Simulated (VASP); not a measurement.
# Ca (Fm-3m) in VASP: notebook, part 2 of 2

VASP 6.6.1.

### 3 Single point, PBEsol

This run uses another cell than the first one, of 40.58 Å³/atom.

INCAR

```
SYSTEM = Ca
PREC = Accurate
ENCUT = 500
EDIFF = 1E-6
ISMEAR = 0
SIGMA = 0.1
LREAL = .False.
LASPH = .True.
NELM = 120
ALGO = Normal
ISIF = 2
LWAVE = .False.
LCHARG = .False.
GGA = PS
NBANDS = 11
GGA_COMPAT = .False.
```

KPOINTS

```
regular mesh
0
Gamma
  14 14 14
  0 0 0
```

POSCAR

```
Ca
1.0
    0.0000000000      2.7274246342      2.7274246342
    2.7274246342      0.0000000000      2.7274246342
    2.7274246342      2.7274246342      0.0000000000
Ca
1
Direct
    0.0000000000      0.0000000000      0.0000000000
```

Potentials or basis: VASP PAW PBE potentials, release 64 (Ca_sv).

On the command line:

```console
cat potpaw_PBE.64/Ca_sv/POTCAR > POTCAR
mpirun -np 1 vasp_std > vasp.out
```

OUTCAR:

```text
SYSTEM = Ca
   PREC = Accurate
   ENCUT = 500
   EDIFF = 1E-6
   ISMEAR = 0
   LREAL = .False.
   LASPH = .True.
   NELM = 120
   ISIF = 2
   GGA = PS

 ion  position               nearest neighbor table
   1  0.000  0.000  0.000-

  LATTYP: Found a face centered cubic cell.
 ALAT       =     5.4548492684

  Lattice vectors:

 A1 = (   0.0000000000,   2.7274246342,   2.7274246342)
 A2 = (   2.7274246342,   0.0000000000,   2.7274246342)
 A3 = (   2.7274246342,   2.7274246342,   0.0000000000)

Analysis of symmetry for initial positions (statically):
=====================================================================
 Subroutine PRICEL returns:
 Original cell was already a primitive cell.

 Routine SETGRP: Setting up the symmetry group for a
 face centered cubic supercell.

 Subroutine GETGRP returns: Found 48 space group operations
 (whereof 48 operations were pure point group operations)
 out of a pool of 48 trial point group operations.

The static configuration has the point symmetry O_h .

Analysis of symmetry for dynamics (positions and initial velocities):
=====================================================================
 Subroutine PRICEL returns:
 Original cell was already a primitive cell.

 Routine SETGRP: Setting up the symmetry group for a
 face centered cubic supercell.

 Subroutine GETGRP returns: Found 48 space group operations
 (whereof 48 operations were pure point group operations)
 out of a pool of 48 trial point group operations.

The dynamic configuration has the point symmetry O_h .

 Subroutine INISYM returns: Found 48 space group operations
 (whereof 48 operations are pure point group operations),
 and found     1 'primitive' translations

----------------------------------------------------------------------------------------

                                     Primitive cell

  volume of cell :      40.5778

  direct lattice vectors                    reciprocal lattice vectors
     0.000000000  2.727424634  2.727424634    -0.183323122  0.183323122  0.183323122
     2.727424634  0.000000000  2.727424634     0.183323122 -0.183323122  0.183323122
     2.727424634  2.727424634  0.000000000     0.183323122  0.183323122 -0.183323122

  length of vectors
     3.857160908  3.857160908  3.857160908     0.317524962  0.317524962  0.317524962

  position of ions in fractional coordinates (direct lattice)
     0.000000000  0.000000000  0.000000000

  ion indices of the primitive-cell ions
   primitive index   ion index
                 1           1

----------------------------------------------------------------------------------------

 KPOINTS: regular mesh

Automatic generation of k-mesh.
 Grid dimensions read from file:
 generate k-points for:   14   14   14

 Generating k-lattice:

  Cartesian coordinates                     Fractional coordinates (reciprocal lattice)
    -0.013094509  0.013094509  0.013094509     0.071428571  0.000000000  0.000000000
     0.013094509 -0.013094509  0.013094509     0.000000000  0.071428571  0.000000000
     0.013094509  0.013094509 -0.013094509     0.000000000  0.000000000  0.071428571

  Length of vectors
     0.022680354  0.022680354  0.022680354

  Shift w.r.t. Gamma in fractional coordinates (k-lattice)
     0.000000000  0.000000000  0.000000000

 Subroutine IBZKPT returns following result:
 ===========================================

 Found    104 irreducible k-points:

 Following reciprocal coordinates:
            Coordinates               Weight
  0.000000  0.000000  0.000000      1.000000
  0.071429  0.000000  0.000000      8.000000
  0.142857  0.000000  0.000000      8.000000
  0.214286  0.000000  0.000000      8.000000
  0.285714  0.000000  0.000000      8.000000
  0.357143  0.000000  0.000000      8.000000
[... 16 lines left out ...]
  0.214286  0.142857  0.000000     24.000000
  0.285714  0.142857  0.000000     24.000000
 [... further k-points ...]
   k-points           NKPTS =    104   k-points in BZ     NKDIM =    104   number of bands    NBANDS=     11
   number of dos      NEDOS =    301   number of ions     NIONS =      1
   total plane-waves  NPLWV =  21952
   dimension x,y,z NGX =    28 NGY =   28 NGZ =   28
   dimension x,y,z NGXF=    56 NGYF=   56 NGZF=   56
   ions per type =               1
   NGX,Y,Z   is equivalent  to a cutoff of  12.07, 12.07, 12.07 a.u.
   NGXF,Y,Z  is equivalent  to a cutoff of  24.14, 24.14, 24.14 a.u.
 SYSTEM =  Ca
   PREC   = accura    normal or accurate (medium, high low for compatibility)
   ISTART =      0    job   : 0-new  1-cont  2-samecut
   ICHARG =      2    charge: 1-file 2-atom 10-const
   ISPIN  =      1    spin polarized calculation?
   LNONCOLLINEAR =      F non collinear calculations
   LSORBIT =      F    spin-orbit coupling
   LASPH  =      T    aspherical Exc in radial PAW
   ENCUT  =  500.0 eV  36.75 Ry    6.06 a.u.   7.03  7.03  7.03*2*pi/ulx,y,z
   NELM   =    120;   NELMIN=  2; NELMDL= -5     # of ELM steps
   EDIFF  = 0.1E-05   stopping-criterion for ELM
   LREAL  =      F    real-space projection
[... 7 lines left out ...]
   TEBEG  =    0.0;   TEEND  =   0.0 temperature during run
   PSTRESS=    0.0 pullay stress
   NELECT =      10.0000    total number of electrons
   NUPDOWN=      -1.0000    fix difference up-down
   EMIN   =  10.00;   EMAX   =-10.00  energy-range for DOS
   EFERMI =   0.00;   METHOD = LEGACY
   ISMEAR =     0;   SIGMA  =   0.10  broadening in eV -4-tet -1-fermi 0-gaus
   EFERMI_NEDOS =   21; number of points for ismear=-14 and -15
   IALGO  =     38    algorithm
   IMIX   =      4    mixing-type and parameters
     AMIX     =   0.40;   BMIX     =  1.00
     AMIX_MAG =   1.60;   BMIX_MAG =  1.00
  volume/ion in A,a.u.               =      40.58       273.83
  Fermi-wavevector in a.u.,A,eV,Ry     =   1.026389  1.939594 14.333395  1.053475
  Thomas-Fermi vector in A             =   2.160279
   LORBIT       =      0    0 simple, 1 ext, 2 COOP (PROOUT), +10 PAW based schemes
   GGA     = PS    functional components
   LHFCALC =     F    Hartree Fock is set to
   AEXX    =    0.0000 exact exchange contribution
   IVDW    =     0    specifies the selected vdW correction
   LEPSILON=     F    determine dielectric tensor
   LRPA    =     F    only Hartree local field effects (RPA)
 non-spin polarized calculation
 Gauss-broadening in eV      SIGMA  =   0.10
  energy-cutoff  :      500.00
  volume of cell :       40.58
 maximum number of plane-waves:      1056
   NGX = 13   NGY = 13   NGZ = 13

 number of electron      10.0000000 magnetization

 number of electron       9.9999997 magnetization

 Free energy of the ion-electron system (eV)
  ---------------------------------------------------
  ext. energy  EPLUGINS =         0.00000000
  ---------------------------------------------------
  free energy    TOTEN  =        -2.13722528 eV

  energy without entropy =       -2.13018802  energy(sigma->0) =       -2.13370665

 E-fermi :   2.0389     XC(G=0):  -7.9357

 val. band max:        2.0364657477   @ k =  -0.4286   0.2143   0.0714
 cond. band min:       2.0593423548   @ k =  -0.3571   0.3571   0.0000
 fundamental gap:      0.0228766072
 Fermi energy:         2.0388668102

 k-point     1 :       0.0000    0.0000    0.0000
  band No.  band energies     occupation
      1     -39.7057      2.00000
      2     -20.6920      2.00000
      3     -20.6920      2.00000
      4     -20.6920      2.00000
      5      -2.0583      2.00000
      6       4.4230      0.00000
      7       4.4230      0.00000
      8       4.4230      0.00000
      9       5.5531      0.00000
     10       5.5531      0.00000
     11      11.3441      0.00000

 k-point     2 :       0.0714    0.0000    0.0000
  band No.  band energies     occupation
      1     -39.7049      2.00000
      2     -20.7003      2.00000
      3     -20.6932      2.00000
      4     -20.6932      2.00000
      5      -1.9678      2.00000
      6       4.3238      0.00000
      7       4.4585      0.00000
      8       4.4585      0.00000
      9       5.5216      0.00000
     10       5.5216      0.00000
     11      11.4637      0.00000
[... 295 lines left out ...]
 k-point    24 :       0.2857    0.1429    0.0000
  band No.  band energies     occupation
      1     -39.6958      2.00000
      2     -20.7732      2.00000
      3     -20.7144      2.00000
      4     -20.7127      2.00000
      5      -0.8056      2.00000
      6       3.4241      0.00000
      7       4.3922      0.00000
      8       4.7541      0.00000
      9       5.2098      0.00000
     10       5.8697      0.00000
     11      10.0357      0.00000

 [... further k-points ...]

------------------------ aborting loop because EDIFF is reached ----------------------------------------

  FORCE on cell =-STRESS in cart. coord.  units (eV):
  Direction    XX          YY          ZZ          XY          YZ          ZX
  --------------------------------------------------------------------------------------
  -------------------------------------------------------------------------------------
  Total       -0.0026749     -0.0026749     -0.0026749      0.0000000     -0.0000000      0.0000000
  in kB       -0.1056161     -0.1056161     -0.1056161      0.0000000     -0.0000000      0.0000000
  external PRESSURE =      -0.1056161 kB  Pullay stress =       0.0000000 kB

 VOLUME and BASIS-vectors are now :
 -----------------------------------------------------------------------------
  energy-cutoff  :      500.00
  volume of cell :       40.58
      direct lattice vectors                 reciprocal lattice vectors
     0.000000000  2.727424634  2.727424634    -0.183323122  0.183323122  0.183323122
     2.727424634  0.000000000  2.727424634     0.183323122 -0.183323122  0.183323122
     2.727424634  2.727424634  0.000000000     0.183323122  0.183323122 -0.183323122

 POSITION                                       TOTAL-FORCE (eV/Angst)
 -----------------------------------------------------------------------------------
      0.00000      0.00000      0.00000         0.000000      0.000000      0.000000
 -----------------------------------------------------------------------------------
    total drift:                               -0.000000     -0.000000     -0.000000

  FREE ENERGIE OF THE ION-ELECTRON SYSTEM (eV)
  ---------------------------------------------------
  free  energy   TOTEN  =        -2.1372252842 eV

  energy  without entropy=       -2.1301880167  energy(sigma->0) =       -2.13370665
```

OSZICAR:

```text
N       E                     dE             d eps       ncg     rms          rms(c)
DAV:   1     0.642184133442E+02    0.64218E+02   -0.49112E+03  2288   0.798E+02
DAV:   2    -0.656347851379E+00   -0.64875E+02   -0.64165E+02  2489   0.206E+02
DAV:   3    -0.207694044835E+01   -0.14206E+01   -0.14037E+01  3338   0.300E+01
DAV:   4    -0.214724349319E+01   -0.70303E-01   -0.70088E-01  3012   0.498E+00
DAV:   5    -0.214839332806E+01   -0.11498E-02   -0.11498E-02  3173   0.571E-01    0.225E+00
DAV:   6    -0.214098991942E+01    0.74034E-02   -0.76522E-03  2790   0.102E+00    0.135E+00
DAV:   7    -0.213737215487E+01    0.36178E-02   -0.13822E-02  2451   0.142E+00    0.904E-02
DAV:   8    -0.213722074879E+01    0.15141E-03   -0.10507E-03  2811   0.281E-01    0.185E-02
DAV:   9    -0.213722516477E+01   -0.44160E-05   -0.65198E-05  2960   0.702E-02    0.479E-03
DAV:  10    -0.213722528422E+01   -0.11945E-06   -0.50755E-06  3391   0.186E-02
   1 F= -.21372253E+01 E0= -.21337067E+01  d E =-.703727E-02
```

stdout:

```text
POSCAR found type information on POSCAR Ca
 POSCAR found :  1 types and       1 ions
 scaLAPACK will be used
 -----------------------------------------------------------------------------
|                                                                             |
|                                                                             |
|     You enforced a specific xc type in the INCAR file but a different       |
|     I HOPE YOU KNOW WHAT YOU ARE DOING!                                     |
|                                                                             |
 -----------------------------------------------------------------------------

 LDA part: xc-table for (Slater+PW92), standard interpolation
 POSCAR, INCAR and KPOINTS ok, starting setup
 FFT: planning ... GRIDC
 FFT: planning ... GRID_SOFT
 FFT: planning ... GRID
 WAVECAR not read
 entering main loop
```

Run time: 46 s. Hardware: 1 thread of Oxide Virtual Turin-like, shared host; peak memory 0.15 GiB.

What came out:

```yaml
Free_energy: -2.1372 eV
Pressure: 0.0 GPa
Band_gap_on_the_k_mesh: zero (bands 5 and 6 overlap by 0.25 eV)
```

Caveat: the PAW data sets were made with another functional, which shifts forces and pressure a little.

### 4 Single point, PBEsol

This run uses another cell than the first one, of 40.68 Å³/atom.

INCAR

```
SYSTEM = Ca
  ALGO = Normal
  EDIFF = 1E-6
  ENCUT = 500
  GGA = PS
  GGA_COMPAT = .FALSE.
  ISIF = 2
  ISMEAR = -1
  LASPH = .TRUE.
  LCHARG = .FALSE.
  LREAL = .FALSE.
  LWAVE = .FALSE.
  NBANDS = 11
  NELM = 120
  PREC = Accurate
  SIGMA = 0.15
```

KPOINTS

```
k-points
0
G
  14 14 14
  0 0 0
```

POSCAR

```
Ca
1.0
    0.0000000000      2.7296275491      2.7296275491
    2.7296275491      0.0000000000      2.7296275491
    2.7296275491      2.7296275491      0.0000000000
Ca
1
Direct
    0.0000000000      0.0000000000      0.0000000000
```

On the command line:

```console
cat potpaw_PBE.64/Ca_sv/POTCAR > POTCAR
mpirun -np 1 vasp_std > vasp.out
```

Wall time 30 s (1 thread of Oxide Virtual Turin-like, shared host); peak memory 0.15 GiB.

It converged, with:

| Item | Value |
| --- | --- |
| Free energy | -2.1795 eV |
| Pressure | 0.0 GPa |
| Band gap on the k mesh | zero (bands 5 and 6 overlap by 0.26 eV) |

Levels at points of the mesh, in eV from the Fermi level:
| k point | band 2 | band 3 | band 4 | band 5 | band 6 | band 7 | band 8 | band 9 |
| --- | --- | --- | --- | --- | --- | --- | --- | --- |
| (0.00, 0.00, 0.00) | -22.71 | -22.71 | -22.71 | -4.09 | 2.39 | 2.39 | 2.39 | 3.52 |
| (0.50, 0.00, 0.00) | -22.88 | -22.74 | -22.74 | -1.01 | -0.12 | 2.28 | 2.28 | 4.25 |
| (0.50, 0.50, 0.00) | -22.87 | -22.77 | -22.77 | -0.48 | 0.56 | 1.04 | 4.24 | 4.44 |

Caveat: the PAW data sets were made with another functional, which shifts forces and pressure a little.

### 5 Summary

| cell | k mesh | smearing | gap on the mesh (eV) | pressure (GPa) |
| --- | --- | --- | --- | --- |
| a = 3.961 Å, angles 60.0°, 1 atom | 6 × 6 × 6 | gaussian 0.1 eV | none | -1.3 |
| a = 3.857 Å, angles 60.0°, 1 atom | 14 × 14 × 14 | gaussian 0.1 eV | none | 0.0 |
| a = 3.860 Å, angles 60.0°, 1 atom | 14 × 14 × 14 | fermi-dirac 0.15 eV | none | 0.0 |

Alike in all rows: task single point; level PBEsol; potentials or basis VASP PAW PBE potentials, release 64 (Ca_sv); no spin polarisation; cutoff (eV) 500.

Caveats: the PAW data sets were made with another functional, which shifts forces and pressure a little.

Total energies depend on the potentials used, so only differences within one code and one set of settings carry meaning.

The gap in the log of VASP goes by the Fermi energy; the results here count the filled bands.